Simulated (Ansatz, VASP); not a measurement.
# One calculation of CuO, two programs

File INCAR:

```
PREC     = Accurate       # precision mode
ENCUT    = 520            # plane-wave cutoff, eV
EDIFF    = 1E-6           # SCF threshold, eV
ISMEAR   = 0              # smearing method
SIGMA    = 0.1            # smearing width, eV
LREAL    = False          # projectors in reciprocal space
LASPH    = True           # aspherical terms in the spheres
NELM     = 60             # most SCF steps
ALGO     = Normal         # electronic algorithm
ISIF     = 2              # what is computed and relaxed
LWAVE    = False          # write WAVECAR
LCHARG   = False          # write CHGCAR
GGA      = PS             # functional
NBANDS   = 25             # bands
```

KPOINTS

```
Automatic mesh
0
Gamma
  2 2 2
```

Contents of POSCAR:

```
CuO
1.0
    2.3404404522     -1.7107783127     -0.0229301573
    2.3197430003      1.6824555157     -0.0101368612
   -0.8908838133      0.0240860588      5.0786274137
Cu O
2 2
Direct
   -0.0082652229      0.4939545091     -0.0055067082
    0.4909130835     -0.0195801087      0.4987901057
    0.5733962104      0.3983939412      0.2576963426
    0.3918683292      0.5610426818      0.7397132466
```

Input for Ansatz:

```yaml
crystal:
  lattice:
    - [2.3404404522, -1.7107783127, -0.0229301573]
    - [2.3197430003, 1.6824555157, -0.0101368612]
    - [-0.8908838133, 0.0240860588, 5.0786274137]
  atoms:
    - { symbol: Cu, position: [-0.0082652229, 0.4939545091, -0.0055067082] }
    - { symbol: Cu, position: [0.4909130835, -0.0195801087, 0.4987901057] }
    - { symbol: O, position: [0.5733962104, 0.3983939412, 0.2576963426] }
    - { symbol: O, position: [0.3918683292, 0.5610426818, 0.7397132466] }
basis:
  ecutwfc: 420
kpoints:
  mp_grid: { grid: [2, 2, 2] }
hamiltonian:
  xc: pbesol
scf:
  occupations: { method: gaussian, width: 0.1 }
output:
  forces: true
  stress: true
  eigenvalues: true
```

Change from the starting cell: kmesh displaced: [2, 2, 2] Gamma-centred.

Alike in both runs: task single point; functional PBEsol; k mesh 2 × 2 × 2; occupations gaussian, width 0.1 eV; no spin polarisation.

|  | VASP | Ansatz |
| --- | --- | --- |
| version | VASP 6.6.1 | Ansatz 0.2.0 |
| potentials or method | VASP PAW PBE potentials, release 64 (Cu, O), cutoff 520 eV | scalar-relativistic, plane waves, PAW |
| valence electrons in the cell | 34 | 50 |

Ansatz gave:

| Quantity | Value |
| --- | --- |
| gap on the k mesh at the Fermi level (eV) | none |
| pressure (GPa) | 2.6 |
| traceless stress, the component that is largest in VASP (GPa) | -12.49 |
| rms of the force components (eV/Å) | 0.176 |

Estimate VASP's values.

gap on the k mesh at the Fermi level (eV): none; pressure (GPa): 3.2; traceless stress, the component that is largest in VASP (GPa): -12.11; rms of the force components (eV/Å): 0.182.

VASP's potentials were made for PBE, not for PBEsol. Atom by atom the forces differ by 0.022 eV/Å (rms over components). A gap of «none» marks a metal or a gap that the smearing closes. VASP's potentials hold 34 valence electrons a cell and Ansatz's 50, so a difference there can come from the potentials and not from the codes.

The k mesh is coarse, so the values compare programs but aren't converged.
